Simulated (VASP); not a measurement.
# Al9N in VASP: relaxation of the atoms with PBEsol

Aim: the relaxation of the atoms of Al9N with PBEsol.

All numbers are computed with VASP 6.6.1; they aren't measurements. Logs are shortened: lines on timing, memory, paths and dates and some standing lists are left out, and cuts for length are marked.

### Step 1. The cell of the first run

The cell holds a slab with vacuum, 10 atoms: a = 2.836 Å, b = 2.836 Å, c = 37.644 Å, α = 90.00°, β = 90.00°, γ = 120.00°.

### Step 2. Relaxation of the atoms, PBEsol

File INCAR:

```
SYSTEM = Al9N
ALGO     = Normal         ! electronic algorithm
DIPOL    = 0.5 0.5 0.503
EDIFF    = 1E-6           ! SCF threshold, eV
EDIFFG   = -0.03          ! ionic threshold
ENCUT    = 520            ! plane-wave cutoff, eV
GGA      = PS             ! functional
IBRION   = 2              ! ionic algorithm
IDIPOL   = 3            
ISIF     = 2              ! what is computed and relaxed
ISMEAR   = 0              ! smearing method
LASPH    = .True.         ! aspherical terms in the spheres
LCHARG   = .False.        ! write CHGCAR
LDIPOL   = .True.       
LREAL    = .False.        ! projectors in reciprocal space
LWAVE    = .False.        ! write WAVECAR
NELM     = 80             ! most SCF steps
NSW      = 90             ! ionic steps
PREC     = Accurate       ! precision mode
SIGMA    = 0.1            ! smearing width, eV
```

File KPOINTS:

```
k-points
0
Gamma
  12 12 1
  0 0 0
```

File POSCAR:

```
Al9N
1.0
    2.8362844918      0.0000000000      0.0000000000
   -1.4181422459      2.4562944222      0.0000000000
    0.0000000000      0.0000000000     37.6442989108
Al N
9 1
Selective dynamics
Direct
    0.3333333333      0.6666666667      0.2257978033  F F F
    0.0000000000      0.0000000000      0.2877072406  F F F
    0.6666666667      0.3333333333      0.3496166779  F F F
    0.0000000000      0.0000000000      0.4115261153  F F F
    0.3333333333      0.6666666667      0.4729161237  T T T
    0.0000000000      0.0000000000      0.5342805556  T T T
    0.6666666667      0.3333333333      0.5966221375  T T T
    0.0000000000      0.0000000000      0.6583877038  T T T
    0.3333333333      0.6666666667      0.7209215701  T T T
    0.3333333333      0.6666666667      0.7724565981  T T T
```

Potentials or basis: VASP PAW PBE potentials, release 64 (Al, N).

Launch:

```console
cat potpaw_PBE.64/Al/POTCAR potpaw_PBE.64/N/POTCAR > POTCAR
mpirun -np 1 vasp_std > vasp.out
```

OUTCAR:

```text
SYSTEM = Al9N
   EDIFF = 1E-6
   EDIFFG = -0.03
   ENCUT = 520
   GGA = PS
   IBRION = 2
   ISIF = 2
   ISMEAR = 0
   LASPH = .True.
   LREAL = .False.
   NELM = 80
   NSW = 90
   PREC = Accurate

 ion  position               nearest neighbor table
   1  0.333  0.667  0.226-   2 2.85   2 2.85   2 2.85
   2  0.000  0.000  0.288-   1 2.85   3 2.85   1 2.85   3 2.85   3 2.85   1 2.85
   3  0.667  0.333  0.350-   2 2.85   2 2.85   2 2.85   4 2.85   4 2.85   4 2.85
   4  0.000  0.000  0.412-   5 2.83   5 2.83   5 2.83   3 2.85   3 2.85   3 2.85
   5  0.333  0.667  0.473-   6 2.83   6 2.83   6 2.83   4 2.83   4 2.83   4 2.83
   6  0.000  0.000  0.534-   5 2.83   5 2.83   5 2.83   7 2.86   7 2.86   7 2.86
   7  0.667  0.333  0.597-   8 2.84   8 2.84   8 2.84   6 2.86   6 2.86   6 2.86
   8  0.000  0.000  0.658-   7 2.84   7 2.84   7 2.84   9 2.87   9 2.87   9 2.87
   9  0.333  0.667  0.721-  10 1.94   8 2.87   8 2.87   8 2.87
  10  0.333  0.667  0.772-   9 1.94

  LATTYP: Found a hexagonal cell.
 ALAT       =     2.8362844918
 C/A-ratio  =    13.2723988089

  Lattice vectors:

 A1 = (   2.8362844918,   0.0000000000,   0.0000000000)
 A2 = (  -1.4181422459,   2.4562944222,   0.0000000000)
 A3 = (   0.0000000000,   0.0000000000,  37.6442989108)

Analysis of symmetry for initial positions (statically):
=====================================================================
 Subroutine PRICEL returns:
 Original cell was already a primitive cell.

 Routine SETGRP: Setting up the symmetry group for a
 hexagonal supercell.

 Subroutine GETGRP returns: Found  6 space group operations
 (whereof  6 operations were pure point group operations)
 out of a pool of 24 trial point group operations.

The static configuration has the point symmetry C_3v.

Analysis of symmetry for dynamics (positions and initial velocities):
=====================================================================
 Subroutine PRICEL returns:
 Original cell was already a primitive cell.

 Routine SETGRP: Setting up the symmetry group for a
 hexagonal supercell.

 Subroutine GETGRP returns: Found  6 space group operations
 (whereof  6 operations were pure point group operations)
 out of a pool of 24 trial point group operations.

The dynamic configuration has the point symmetry C_3v.

Analysis of constrained symmetry for selective dynamics:
=====================================================================
 Subroutine PRICEL returns:
 Original cell was already a primitive cell.

 Routine SETGRP: Setting up the symmetry group for a
 hexagonal supercell.

 Subroutine GETGRP returns: Found  6 space group operations
 (whereof  6 operations were pure point group operations)
 out of a pool of 24 trial point group operations.

The constrained configuration has the point symmetry C_3v.

 Subroutine INISYM returns: Found  6 space group operations
 (whereof  6 operations are pure point group operations),
 and found     1 'primitive' translations

----------------------------------------------------------------------------------------

                                     Primitive cell

  volume of cell :     262.2584

  direct lattice vectors                    reciprocal lattice vectors
     2.836284492  0.000000000  0.000000000     0.352573941  0.203558660  0.000000000
    -1.418142246  2.456294422  0.000000000     0.000000000  0.407117319  0.000000000
     0.000000000  0.000000000 37.644298911     0.000000000  0.000000000  0.026564447

  length of vectors
     2.836284492  2.836284492 37.644298911     0.407117319  0.407117319  0.026564447

  position of ions in fractional coordinates (direct lattice)
     0.333333333  0.666666667  0.225797803
     0.000000000  0.000000000  0.287707241
     0.666666667  0.333333333  0.349616678
     0.000000000  0.000000000  0.411526115
     0.333333333  0.666666667  0.472916124
     0.000000000  0.000000000  0.534280556
     0.666666667  0.333333333  0.596622137
     0.000000000  0.000000000  0.658387704
     0.333333333  0.666666667  0.720921570
     0.333333333  0.666666667  0.772456598

  ion indices of the primitive-cell ions
   primitive index   ion index
                 1           1
                 2           2
                 3           3
                 4           4
                 5           5
                 6           6
                 7           7
                 8           8
                 9           9
                10          10

----------------------------------------------------------------------------------------

 KPOINTS: k-points

Automatic generation of k-mesh.
 Grid dimensions read from file:
 generate k-points for:   12   12    1

 Generating k-lattice:

  Cartesian coordinates                     Fractional coordinates (reciprocal lattice)
     0.029381162  0.016963222  0.000000000     0.083333333 -0.000000000  0.000000000
     0.000000000  0.033926443  0.000000000     0.000000000  0.083333333  0.000000000
     0.000000000  0.000000000  0.026564447     0.000000000  0.000000000  1.000000000

  Length of vectors
     0.033926443  0.033926443  0.026564447

  Shift w.r.t. Gamma in fractional coordinates (k-lattice)
     0.000000000  0.000000000  0.000000000

 Subroutine IBZKPT returns following result:
 ===========================================

 Found     19 irreducible k-points:

 Following reciprocal coordinates:
            Coordinates               Weight
  0.000000  0.000000  0.000000      1.000000
  0.083333  0.000000  0.000000      6.000000
  0.166667 -0.000000  0.000000      6.000000
  0.250000 -0.000000  0.000000      6.000000
  0.333333  0.000000  0.000000      6.000000
  0.416667  0.000000  0.000000      6.000000
[... 11 lines left out ...]
  0.333333  0.250000  0.000000     12.000000
  0.333333  0.333333  0.000000      2.000000
   k-points           NKPTS =     19   k-points in BZ     NKDIM =     19   number of bands    NBANDS=     22
   number of dos      NEDOS =    301   number of ions     NIONS =     10
   total plane-waves  NPLWV = 161280
   dimension x,y,z NGX =    24 NGY =   24 NGZ =  280
   dimension x,y,z NGXF=    48 NGYF=   48 NGZF=  560
   ions per type =               9   1
   NGX,Y,Z   is equivalent  to a cutoff of  14.07, 14.07, 12.37 a.u.
   NGXF,Y,Z  is equivalent  to a cutoff of  28.13, 28.13, 24.73 a.u.
 SYSTEM =  Al9N
   PREC   = accura    normal or accurate (medium, high low for compatibility)
   ISTART =      0    job   : 0-new  1-cont  2-samecut
   ICHARG =      2    charge: 1-file 2-atom 10-const
   ISPIN  =      1    spin polarized calculation?
   LNONCOLLINEAR =      F non collinear calculations
   LSORBIT =      F    spin-orbit coupling
   LASPH  =      T    aspherical Exc in radial PAW
   ENCUT  =  520.0 eV  38.22 Ry    6.18 a.u.   5.27  5.27 69.99*2*pi/ulx,y,z
   NELM   =     80;   NELMIN=  2; NELMDL= -5     # of ELM steps
   EDIFF  = 0.1E-05   stopping-criterion for ELM
   LREAL  =      F    real-space projection
   EDIFFG = -.3E-01   stopping-criterion for IOM
   NSW    =     90    number of steps for IOM
   IBRION =      2    ionic relax: 0-MD 1-quasi-New 2-CG
   NFREE  =      1    steps in history (QN), initial steepest desc. (CG)
   ISIF   =      2    stress and relaxation
   ISYM   =      2    0-nonsym 1-usesym 2-fastsym
   POTIM  = 0.5000    time-step for ionic-motion
   TEBEG  =    0.0;   TEEND  =   0.0 temperature during run
   PSTRESS=    0.0 pullay stress
   NELECT =      32.0000    total number of electrons
   NUPDOWN=      -1.0000    fix difference up-down
   EMIN   =  10.00;   EMAX   =-10.00  energy-range for DOS
   EFERMI =   0.00;   METHOD = LEGACY
   ISMEAR =     0;   SIGMA  =   0.10  broadening in eV -4-tet -1-fermi 0-gaus
   EFERMI_NEDOS =   21; number of points for ismear=-14 and -15
   IALGO  =     38    algorithm
   IMIX   =      4    mixing-type and parameters
     AMIX     =   0.40;   BMIX     =  1.00
     AMIX_MAG =   1.60;   BMIX_MAG =  1.00
  volume/ion in A,a.u.               =      26.23       176.98
  Fermi-wavevector in a.u.,A,eV,Ry     =   0.811986  1.534430  8.970602  0.659321
  Thomas-Fermi vector in A             =   1.921445
   LORBIT       =      0    0 simple, 1 ext, 2 COOP (PROOUT), +10 PAW based schemes
   GGA     = PS    functional components
   LHFCALC =     F    Hartree Fock is set to
   AEXX    =    0.0000 exact exchange contribution
   IVDW    =     0    specifies the selected vdW correction
   LEPSILON=     F    determine dielectric tensor
   LRPA    =     F    only Hartree local field effects (RPA)
 conjugate gradient relaxation of ions
 non-spin polarized calculation
 Gauss-broadening in eV      SIGMA  =   0.10
  energy-cutoff  :      520.00
  volume of cell :      262.26
 maximum number of plane-waves:      7104
 NGX is ok and might be reduce to    24
   NGX = 11   NGY = 11   NGZ =139

--------------------------------------- Ionic step        1  -------------------------------------------

 number of electron      32.0000000 magnetization

 Free energy of the ion-electron system (eV)
  ---------------------------------------------------
  ext. energy  EPLUGINS =         0.00000000
  ---------------------------------------------------
  free energy    TOTEN  =       -40.90809415 eV

  energy without entropy =      -40.87901800  energy(sigma->0) =      -40.89355607

------------------------ aborting loop because EDIFF is reached ----------------------------------------

  FORCE on cell =-STRESS in cart. coord.  units (eV):
  Direction    XX          YY          ZZ          XY          YZ          ZX
  --------------------------------------------------------------------------------------
  -------------------------------------------------------------------------------------
  Total       -1.8639129     -1.8639129     -3.5921973      0.0000000      0.0000000      0.0000000
  in kB      -11.3869329    -11.3869329    -21.9452905      0.0000000      0.0000000      0.0000000
  external PRESSURE =     -14.9063855 kB  Pullay stress =       0.0000000 kB
[... 113 lines left out ...]
  FREE ENERGIE OF THE ION-ELECTRON SYSTEM (eV)
  ---------------------------------------------------
  free  energy   TOTEN  =       -40.9803685962 eV

  energy  without entropy=      -40.9538502548  energy(sigma->0) =      -40.96710943

[... ionic steps 4 to 13 ...]

--------------------------------------- Ionic step       14  -------------------------------------------

 number of electron      32.0000000 magnetization

------------------------ aborting loop because EDIFF is reached ----------------------------------------
[... 83 lines left out ...]
--------------------------------------- Ionic step       16  -------------------------------------------

 number of electron      32.0000000 magnetization

 dipolmoment           0.000000      0.000000      0.172265 electrons x Angstroem

 Free energy of the ion-electron system (eV)
  ---------------------------------------------------
  ext. energy  EPLUGINS =         0.00000000
  ---------------------------------------------------
  free energy    TOTEN  =       -41.00385764 eV

  energy without entropy =      -40.97791234  energy(sigma->0) =      -40.99088499

 E-fermi :   1.9306     XC(G=0):  -6.5712

 val. band max:        1.9303928888   @ k =   0.2500   0.1667   0.0000
 cond. band min:       1.9468490703   @ k =   0.3333   0.0833   0.0000
 fundamental gap:      0.0164561816
 Fermi energy:         1.9305521156

 k-point     1 :       0.0000    0.0000    0.0000
  band No.  band energies     occupation
      1     -11.9266      2.00000
      2      -9.2119      2.00000
      3      -8.9714      2.00000
      4      -8.5787      2.00000
      5      -8.0243      2.00000
      6      -7.3057      2.00000
[... 464 lines left out ...]
     21       1.4830      2.00000
     22       1.5536      2.00000

------------------------ aborting loop because EDIFF is reached ----------------------------------------

 vacuum level on the upper side and lower side of the slab       (xc-potential included)         2.193        -2.219

  FORCE on cell =-STRESS in cart. coord.  units (eV):
  Direction    XX          YY          ZZ          XY          YZ          ZX
  --------------------------------------------------------------------------------------
  -------------------------------------------------------------------------------------
  Total       -1.5300591     -1.5300591     -0.6589108      0.0000000      0.0000000      0.0000000
  in kB       -9.3473685     -9.3473685     -4.0253884      0.0000000      0.0000000      0.0000000
  external PRESSURE =      -7.5733752 kB  Pullay stress =       0.0000000 kB
[... 25 lines left out ...]
  FREE ENERGIE OF THE ION-ELECTRON SYSTEM (eV)
  ---------------------------------------------------
  free  energy   TOTEN  =       -41.0038576395 eV

  energy  without entropy=      -40.9779123432  energy(sigma->0) =      -40.99088499

 reached required accuracy - stopping structural energy minimisation

 vacuum level on the upper side and lower side of the slab        10.476         5.999
```

It took 70 min on 1 thread of Intel Xeon 8259CL, shared host; peak memory 0.47 GiB.

What came out:

```yaml
Free_energy: -41.0039 eV
Energy_gained_by_relaxing: 9.6 meV/atom
Ionic_steps: 16
```

Step by step:
```
step  energy change (eV)  largest force on free atoms (eV/Å)  pressure (GPa)
   1              0.0000                              1.3792           -1.49
   2             -0.0693                              0.5444           -0.87
   3             -0.0723                              0.2974           -0.99
   4             -0.0786                              0.2144           -0.97
   5             -0.0876                              0.1683           -0.88
   6             -0.0876                              0.1765           -0.87
   7             -0.0904                              0.1173           -0.87
   8             -0.0924                              0.1384           -0.85
   9             -0.0932                              0.1365           -0.75
  10             -0.0934                              0.0936           -0.78
  11             -0.0942                              0.0650           -0.78
  12             -0.0951                              0.0545           -0.78
  13             -0.0955                              0.0368           -0.76
  14             -0.0956                              0.0803           -0.73
  15             -0.0956                              0.0632           -0.74
  16             -0.0958                              0.0296           -0.76
```

Final structure:
```
CELL_PARAMETERS angstrom
2.83628 0.00000 0.00000
-1.41814 2.45629 0.00000
0.00000 0.00000 37.64430
ATOMIC_POSITIONS crystal
Al 0.33333 0.66667 0.22580
Al 0.00000 0.00000 0.28771
Al 0.66667 0.33333 0.34962
Al 0.00000 0.00000 0.41153
Al 0.33333 0.66667 0.47350
Al 0.00000 0.00000 0.53555
Al 0.66667 0.33333 0.59805
Al 0.00000 0.00000 0.65985
Al 0.33333 0.66667 0.71995
N 0.33333 0.66667 0.76862
```

Caveat: the highest band is partly filled, so the run has too few bands; the PAW data sets were made with another functional, which shifts forces and pressure a little.
